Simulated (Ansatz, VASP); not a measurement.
# Ni: VASP beside Ansatz

```xyz
2
Lattice="0.0000 2.6491 2.6491 2.6491 0.0000 2.6491 2.6491 2.6491 0.0000" Properties=species:S:1:pos:R:3 pbc="T T T"
Ni    0.6623    0.6623    0.6623
Ni    4.6359    4.6359    4.6359
```

Alike in both runs: task single point; functional RPBE; k mesh 12 × 12 × 12; occupations fermi-dirac, width 0.05 eV; collinear spin.

|  | VASP | Ansatz |
| --- | --- | --- |
| version | VASP 6.6.1 | Ansatz 0.2.0 |
| potentials or method | VASP PAW PBE potentials, release 64 (Ni), cutoff 520 eV | plane waves (420 eV) with PAW, scalar-relativistic |
| valence electrons in the cell | 20 | 36 |

Ansatz gave:

- pressure (GPa): -5.0
- net moment per atom (μB): 0.81
- size of the moment on the site where the two differ most (μB): 0.87

Task: Estimate VASP's values.

Result: Pressure (GPa): -4.9; net moment per atom (μB): 0.80; size of the moment on the site where the two differ most (μB): 0.82.

VASP's potentials were made for PBE, not for RPBE. Site moments also hang on the region over which each program counts them. With one functional, cell and mesh, what is left measures potentials, basis and numerics. VASP's potentials hold 20 valence electrons a cell and Ansatz's 36, so a difference there can come from the potentials and not from the codes.
